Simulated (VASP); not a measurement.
# Ti (P6_3/mmc) in VASP: notebook

Aim: see how the results for Ti move with the level of theory and the settings. Levels: PBE, LDA, PBEsol. Tasks: single point.

All numbers are computed with VASP 6.6.1; they aren't measurements. Logs are shortened: lines on timing, memory, paths and dates and some standing lists are left out, and cuts for length are marked.

### 1 The cell of the first run

It takes space group P6_3/mmc (No. 194, hexagonal). The conventional cell has a = 2.939 Å, b = 2.939 Å, c = 4.649 Å, α = 90.00°, β = 90.00°, γ = 120.00°. Within 3.8 Å of Ti (site symmetry -6m2) lie 12 Ti at 2.88 to 2.94 Å.

### 2 Single point, PBE

Input file INCAR:

```
PREC     = Accurate       # precision mode
ENCUT    = 500            # plane-wave cutoff, eV
EDIFF    = 1E-6           # SCF threshold, eV
ISMEAR   = 1              # smearing method
SIGMA    = 0.1            # smearing width, eV
LREAL    = F              # projectors in reciprocal space
LASPH    = T              # aspherical terms in the spheres
NELM     = 120            # most SCF steps
ALGO     = Normal         # electronic algorithm
ISIF     = 2              # what is computed and relaxed
LWAVE    = F              # write WAVECAR
LCHARG   = F              # write CHGCAR
GGA      = PE             # functional
NBANDS   = 110            # bands
GGA_COMPAT= F
```

Input file KPOINTS:

```
regular mesh
0
Gamma
  4 4 2
```

Input file POSCAR:

```
Ti
1.0
    5.8787149787      0.0000000578      0.0000000000
   -2.9393575394      5.0911164843      0.0000000000
    0.0000000000      0.0000000000      9.2970418656
Ti
16
Direct
    0.1666666666      0.3333333334      0.1250000000
    0.3333333334      0.1666666666      0.3750000000
    0.1666666666      0.3333333334      0.6250000000
    0.3333333334      0.1666666666      0.8750000000
    0.1666666666      0.8333333333      0.1250000000
    0.3333333334      0.6666666666      0.3750000000
    0.1666666666      0.8333333333      0.6250000000
    0.3333333334      0.6666666666      0.8750000000
    0.6666666666      0.3333333334      0.1250000000
    0.8333333333      0.1666666666      0.3750000000
    0.6666666666      0.3333333334      0.6250000000
    0.8333333333      0.1666666666      0.8750000000
    0.6666666666      0.8333333333      0.1250000000
    0.8333333333      0.6666666666      0.3750000000
    0.6666666666      0.8333333333      0.6250000000
    0.8333333333      0.6666666666      0.8750000000
```

Potentials or basis: VASP PAW PBE potentials, release 64 (Ti_sv).

Run with:

```bash
cat potpaw_PBE.64/Ti_sv/POTCAR > POTCAR
mpirun -np 1 vasp_std > vasp.out
```

OUTCAR:

```text
PREC = Accurate
   ENCUT = 500
   EDIFF = 1E-6
   ISMEAR = 1
   LREAL = F
   LASPH = T
   NELM = 120
   ISIF = 2
   GGA = PE

 ion  position               nearest neighbor table
   1  0.167  0.333  0.125-   6 2.88   8 2.88  10 2.88  12 2.88   2 2.88   4 2.88
   2  0.333  0.167  0.375-   9 2.88  11 2.88   5 2.88   7 2.88   1 2.88   3 2.88
   3  0.167  0.333  0.625-   6 2.88   8 2.88  10 2.88  12 2.88   2 2.88   4 2.88
   4  0.333  0.167  0.875-   9 2.88  11 2.88   5 2.88   7 2.88   1 2.88   3 2.88
   5  0.167  0.833  0.125-  14 2.88  16 2.88   2 2.88   4 2.88   6 2.88   8 2.88
   6  0.333  0.667  0.375-  13 2.88  15 2.88   1 2.88   3 2.88   5 2.88   7 2.88
[... 8 lines left out ...]
  15  0.667  0.833  0.625-   6 2.88   8 2.88  10 2.88  12 2.88  14 2.88  16 2.88
  16  0.833  0.667  0.875-   9 2.88  11 2.88   5 2.88   7 2.88  13 2.88  15 2.88

  LATTYP: Found a hexagonal cell.
 ALAT       =     5.8787149787
 C/A-ratio  =     1.5814751862

  Lattice vectors:

 A1 = (   5.8787149787,   0.0000000578,   0.0000000000)
 A2 = (  -2.9393575394,   5.0911164843,   0.0000000000)
 A3 = (   0.0000000000,   0.0000000000,   9.2970418656)

Analysis of symmetry for initial positions (statically):
=====================================================================
 Subroutine PRICEL returns following result:

  LATTYP: Found a hexagonal cell.
 ALAT       =     2.9393574899
 C/A-ratio  =     1.5814751859

  Lattice vectors:

 A1 = (   2.9393574899,   0.0000000289,   0.0000000000)
 A2 = (  -1.4696787697,   2.5455582421,   0.0000000000)
 A3 = (   0.0000000000,   0.0000000000,   4.6485209328)

   8 primitive cells build up your supercell.

 Routine SETGRP: Setting up the symmetry group for a
 hexagonal supercell.

 Subroutine GETGRP returns: Found 24 space group operations
 (whereof 12 operations were pure point group operations)
 out of a pool of 24 trial point group operations.

The static configuration has the point symmetry D_3d.
 The point group associated with its full space group is D_6h.

Analysis of symmetry for dynamics (positions and initial velocities):
=====================================================================
 Subroutine PRICEL returns following result:

  LATTYP: Found a hexagonal cell.
 ALAT       =     2.9393574899
 C/A-ratio  =     1.5814751859

  Lattice vectors:

 A1 = (   2.9393574899,   0.0000000289,   0.0000000000)
 A2 = (  -1.4696787697,   2.5455582421,   0.0000000000)
 A3 = (   0.0000000000,   0.0000000000,   4.6485209328)

   8 primitive cells build up your supercell.

 Routine SETGRP: Setting up the symmetry group for a
 hexagonal supercell.

 Subroutine GETGRP returns: Found 24 space group operations
 (whereof 12 operations were pure point group operations)
 out of a pool of 24 trial point group operations.

The dynamic configuration has the point symmetry D_3d.
 The point group associated with its full space group is D_6h.

 Subroutine INISYM returns: Found 24 space group operations
 (whereof 12 operations are pure point group operations),
 and found     8 'primitive' translations

----------------------------------------------------------------------------------------

                                     Primitive cell

  volume of cell :      34.7817

  direct lattice vectors                    reciprocal lattice vectors
     2.939357490  0.000000029  0.000000000     0.340210402  0.196420572  0.000000000
    -1.469678770  2.545558242  0.000000000    -0.000000004  0.392841137  0.000000000
     0.000000000  0.000000000  4.648520933     0.000000000  0.000000000  0.215122189

  length of vectors
     2.939357490  2.939357489  4.648520933     0.392841137  0.392841137  0.215122189

  position of ions in fractional coordinates (direct lattice)
     0.333333333  0.666666667  0.250000000
     0.666666667  0.333333333  0.750000000

  ion indices of the primitive-cell ions
   primitive index   ion index
                 1           1
                 2           2

----------------------------------------------------------------------------------------

 KPOINTS: regular mesh

Automatic generation of k-mesh.
 Grid dimensions read from file:
 generate k-points for:    4    4    2

 Generating k-lattice:

  Cartesian coordinates                     Fractional coordinates (reciprocal lattice)
     0.042526300  0.024552571  0.000000000     0.250000000  0.000000000  0.000000000
    -0.000000000  0.049105142  0.000000000     0.000000000  0.250000000  0.000000000
     0.000000000  0.000000000  0.053780547     0.000000000  0.000000000  0.500000000

  Length of vectors
     0.049105142  0.049105142  0.053780547

  Shift w.r.t. Gamma in fractional coordinates (k-lattice)
     0.000000000  0.000000000  0.000000000

 Subroutine IBZKPT returns following result:
 ===========================================

 Found      8 irreducible k-points:

 Following reciprocal coordinates:
            Coordinates               Weight
  0.000000  0.000000  0.000000      1.000000
  0.250000  0.000000  0.000000      6.000000
  0.500000  0.000000  0.000000      3.000000
  0.250000  0.250000  0.000000      6.000000
  0.000000  0.000000  0.500000      1.000000
  0.250000  0.000000  0.500000      6.000000
  0.500000  0.000000  0.500000      3.000000
  0.250000  0.250000  0.500000      6.000000
   k-points           NKPTS =      8   k-points in BZ     NKDIM =      8   number of bands    NBANDS=    110
   number of dos      NEDOS =    301   number of ions     NIONS =     16
   total plane-waves  NPLWV = 161280
   dimension x,y,z NGX =    48 NGY =   48 NGZ =   70
   dimension x,y,z NGXF=    96 NGYF=   96 NGZF=  140
   ions per type =              16
   NGX,Y,Z   is equivalent  to a cutoff of  13.57, 13.57, 12.52 a.u.
   NGXF,Y,Z  is equivalent  to a cutoff of  27.15, 27.15, 25.03 a.u.
 SYSTEM =  unknown system
   PREC   = accura    normal or accurate (medium, high low for compatibility)
   ISTART =      0    job   : 0-new  1-cont  2-samecut
   ICHARG =      2    charge: 1-file 2-atom 10-const
   ISPIN  =      1    spin polarized calculation?
   LNONCOLLINEAR =      F non collinear calculations
   LSORBIT =      F    spin-orbit coupling
   LASPH  =      T    aspherical Exc in radial PAW
   ENCUT  =  500.0 eV  36.75 Ry    6.06 a.u.  10.72 10.72 16.95*2*pi/ulx,y,z
   NELM   =    120;   NELMIN=  2; NELMDL= -5     # of ELM steps
   EDIFF  = 0.1E-05   stopping-criterion for ELM
   LREAL  =      F    real-space projection
   EDIFFG = 0.1E-04   stopping-criterion for IOM
   NSW    =      0    number of steps for IOM
   IBRION =     -1    ionic relax: 0-MD 1-quasi-New 2-CG
   NFREE  =      0    steps in history (QN), initial steepest desc. (CG)
   ISIF   =      2    stress and relaxation
   ISYM   =      2    0-nonsym 1-usesym 2-fastsym
   POTIM  = 0.5000    time-step for ionic-motion
   TEBEG  =    0.0;   TEEND  =   0.0 temperature during run
   PSTRESS=    0.0 pullay stress
   NELECT =     192.0000    total number of electrons
   NUPDOWN=      -1.0000    fix difference up-down
   EMIN   =  10.00;   EMAX   =-10.00  energy-range for DOS
   EFERMI =   0.00;   METHOD = LEGACY
   ISMEAR =     1;   SIGMA  =   0.10  broadening in eV -4-tet -1-fermi 0-gaus
   EFERMI_NEDOS =   21; number of points for ismear=-14 and -15
   IALGO  =     38    algorithm
   IMIX   =      4    mixing-type and parameters
     AMIX     =   0.40;   BMIX     =  1.00
     AMIX_MAG =   1.60;   BMIX_MAG =  1.00
  volume/ion in A,a.u.               =      17.39       117.36
  Fermi-wavevector in a.u.,A,eV,Ry     =   1.446645  2.733762 28.474006  2.092780
  Thomas-Fermi vector in A             =   2.564690
   LORBIT       =      0    0 simple, 1 ext, 2 COOP (PROOUT), +10 PAW based schemes
   GGA     = PE    functional components
   LHFCALC =     F    Hartree Fock is set to
   AEXX    =    0.0000 exact exchange contribution
   IVDW    =     0    specifies the selected vdW correction
   LEPSILON=     F    determine dielectric tensor
   LRPA    =     F    only Hartree local field effects (RPA)
 non-spin polarized calculation
 Methfessel and Paxton  Order N= 1 SIGMA  =   0.10
  energy-cutoff  :      500.00
  volume of cell :      278.25
 maximum number of plane-waves:      7162
 NGX is ok and might be reduce to    48
   NGX = 21   NGY = 21   NGZ = 33

 number of electron     192.0000001 magnetization

 Free energy of the ion-electron system (eV)
  ---------------------------------------------------
  ext. energy  EPLUGINS =         0.00000000
  ---------------------------------------------------
  free energy    TOTEN  =      -125.50987411 eV

  energy without entropy =     -125.52372127  energy(sigma->0) =     -125.51448983

 E-fermi :   8.3775     XC(G=0): -11.4908

 val. band max:        8.3592174192   @ k =   0.2500   0.2500   0.5000
 cond. band min:       8.4067749465   @ k =   0.2500   0.0000   0.0000
 fundamental gap:      0.0475575273
 Fermi energy:         8.3775232636

 k-point     1 :       0.0000    0.0000    0.0000
  band No.  band energies     occupation
      1     -48.5368      2.00000
      2     -48.4689      2.00000
      3     -48.4689      2.00000
      4     -48.4203      2.00000
      5     -48.4203      2.00000
      6     -48.4203      2.00000
[... 100 lines left out ...]
    107       9.1033     -0.00000
    108       9.2200     -0.00000

 k-point     2 :       0.2500    0.0000    0.0000
  band No.  band energies     occupation
      1     -48.5220      2.00000
      2     -48.4586      2.00000
      3     -48.4586      2.00000
      4     -48.4418      2.00000
      5     -48.4206      2.00000
      6     -48.4206      2.00000
[... 100 lines left out ...]
    107       8.9648     -0.00000
    108       9.0787     -0.00000

 k-point     3 :       0.5000    0.0000    0.0000
  band No.  band energies     occupation
      1     -48.4844      2.00000
      2     -48.4844      2.00000
      3     -48.4337      2.00000
      4     -48.4337      2.00000
      5     -48.4337      2.00000
      6     -48.4337      2.00000
[... 100 lines left out ...]
    107       9.0017     -0.00000
    108       9.0023     -0.00000

 k-point     4 :       0.2500    0.2500    0.0000
  band No.  band energies     occupation
      1     -48.4957      2.00000
      2     -48.4552      2.00000
      3     -48.4552      2.00000
      4     -48.4410      2.00000
      5     -48.4410      2.00000
      6     -48.4159      2.00000
[... 100 lines left out ...]
    107       8.7819     -0.00000
    108       8.7820     -0.00000

 k-point     5 :       0.0000    0.0000    0.5000
  band No.  band energies     occupation
      1     -48.5171      2.00000
      2     -48.5171      2.00000
      3     -48.4205      2.00000
      4     -48.4205      2.00000
      5     -48.4138      2.00000
      6     -48.4138      2.00000
[... 100 lines left out ...]
    107       9.2749     -0.00000
    108       9.2751     -0.00000

 k-point     6 :       0.2500    0.0000    0.5000
  band No.  band energies     occupation
      1     -48.5036      2.00000
      2     -48.5036      2.00000
      3     -48.4320      2.00000
      4     -48.4320      2.00000
      5     -48.4139      2.00000
      6     -48.4139      2.00000
[... 100 lines left out ...]
    107       9.0952     -0.00000
    108       9.0956     -0.00000

 k-point     7 :       0.5000    0.0000    0.5000
  band No.  band energies     occupation
      1     -48.4695      2.00000
      2     -48.4695      2.00000
      3     -48.4695      2.00000
      4     -48.4695      2.00000
      5     -48.4141      2.00000
      6     -48.4141      2.00000
[... 100 lines left out ...]
    107       8.7180     -0.00002
    108       8.7180     -0.00002

 k-point     8 :       0.2500    0.2500    0.5000
  band No.  band energies     occupation
      1     -48.4798      2.00000
      2     -48.4798      2.00000
      3     -48.4437      2.00000
      4     -48.4437      2.00000
      5     -48.4437      2.00000
      6     -48.4437      2.00000
[... 100 lines left out ...]
    107       9.0745     -0.00000
    108       9.0746     -0.00000
 [bands above 108 left out]

------------------------ aborting loop because EDIFF is reached ----------------------------------------

  FORCE on cell =-STRESS in cart. coord.  units (eV):
  Direction    XX          YY          ZZ          XY          YZ          ZX
  --------------------------------------------------------------------------------------
  -------------------------------------------------------------------------------------
  Total       -0.7376644     -0.7376644     -1.4333576     -0.0000000      0.0000000      0.0000000
  in kB       -4.2474590     -4.2474590     -8.2532482     -0.0000000      0.0000000      0.0000000
  external PRESSURE =      -5.5827221 kB  Pullay stress =       0.0000000 kB

 VOLUME and BASIS-vectors are now :
 -----------------------------------------------------------------------------
  energy-cutoff  :      500.00
  volume of cell :      278.25
      direct lattice vectors                 reciprocal lattice vectors
     5.878714979  0.000000058  0.000000000     0.170105201  0.098210286  0.000000000
    -2.939357539  5.091116484  0.000000000    -0.000000002  0.196420569  0.000000000
     0.000000000  0.000000000  9.297041866     0.000000000  0.000000000  0.107561095

 POSITION                                       TOTAL-FORCE (eV/Angst)
 -----------------------------------------------------------------------------------
     -0.00000      1.69704      1.16213         0.000000      0.000000      0.000000
      1.46968      0.84852      3.48639         0.000000     -0.000000      0.000000
     -0.00000      1.69704      5.81065         0.000000     -0.000000     -0.000000
      1.46968      0.84852      8.13491        -0.000000     -0.000000     -0.000000
     -1.46968      4.24260      1.16213         0.000000      0.000000      0.000000
     -0.00000      3.39408      3.48639        -0.000000     -0.000000     -0.000000
[... 8 lines left out ...]
      1.46968      4.24260      5.81065         0.000000      0.000000      0.000000
      2.93936      3.39408      8.13491        -0.000000     -0.000000     -0.000000
 -----------------------------------------------------------------------------------
    total drift:                                0.000001      0.000005     -0.000000

  FREE ENERGIE OF THE ION-ELECTRON SYSTEM (eV)
  ---------------------------------------------------
  free  energy   TOTEN  =      -125.5098741128 eV

  energy  without entropy=     -125.5237212672  energy(sigma->0) =     -125.51448983
```

It took 9.8 min on 1 thread of Oxide Virtual Turin-like, shared host; peak memory 0.44 GiB.

What came out:

```yaml
Free_energy: -125.5099 eV
Pressure: -0.6 GPa
Band_gap_on_the_k_mesh: zero (bands 96 and 97 overlap by 0.86 eV)
```

Stress tensor (GPa, compression positive):
```
-0.42  0.00  0.00
 0.00 -0.42  0.00
 0.00  0.00 -0.83
```

Levels at points of the mesh, in eV from the Fermi level:
```
           k point  band 93  band 94  band 95  band 96  band 97  band 98
(0.00, 0.00, 0.00)     0.04     0.04     0.42     0.42     0.42     0.58
(0.50, 0.00, 0.00)    -0.58    -0.58    -0.48    -0.48    -0.18    -0.18
(0.00, 0.00, 0.50)     0.11     0.11     0.57     0.57     0.57     0.57
(0.50, 0.00, 0.50)    -0.34    -0.34    -0.34    -0.34     0.15     0.15
```

### 3 Single point, LDA

Input file INCAR:

```
SYSTEM = Ti
PREC = Accurate
ENCUT = 500
EDIFF = 1E-6
ISMEAR = 1
SIGMA = 0.1
LREAL = .False.
LASPH = .True.
NELM = 120
ALGO = Normal
ISIF = 2
LWAVE = .False.
LCHARG = .False.
GGA = CA
NBANDS = 110
GGA_COMPAT = .False.
```

Input file KPOINTS:

```
Automatic mesh
0
Gamma
  4 4 2
  0 0 0
```

POSCAR is that of step 2.

Potentials or basis: VASP PAW LDA potentials, release 64 (Ti_sv).

Run with:

```bash
cat potpaw_LDA.64/Ti_sv/POTCAR > POTCAR
mpirun -np 1 vasp_std > vasp.out
```

Wall time 9 min (1 thread of Oxide Virtual Turin-like, shared host); peak memory 0.35 GiB.

The run converged. Its results:

```
Free energy            : -136.3475 eV
Pressure               : -8.9 GPa
Band gap on the k mesh : zero (bands 96 and 97 overlap by 0.78 eV)
```

Stress tensor (GPa, compression positive):
```
-8.58  0.00  0.00
 0.00 -8.58  0.00
 0.00  0.00 -9.40
```

Levels at points of the mesh, in eV from the Fermi level:
```csv
k point,band 91,band 92,band 93,band 94,band 95,band 96,band 97,band 98,band 99,band 100
"(0.00, 0.00, 0.00)",-0.62,-0.62,0.03,0.03,0.37,0.37,0.37,0.56,0.56,0.56
"(0.50, 0.00, 0.00)",-0.59,-0.59,-0.59,-0.59,-0.49,-0.49,-0.18,-0.18,-0.18,-0.18
"(0.00, 0.00, 0.50)",-1.10,-1.10,0.16,0.16,0.53,0.53,0.53,0.53,0.55,0.55
"(0.50, 0.00, 0.50)",-0.89,-0.89,-0.35,-0.35,-0.35,-0.35,0.13,0.13,0.13,0.13
```

Caveat: the cell stands under tension.

[end of part 1 of 2]

The gap in the log of VASP goes by the Fermi energy; the results here count the filled bands.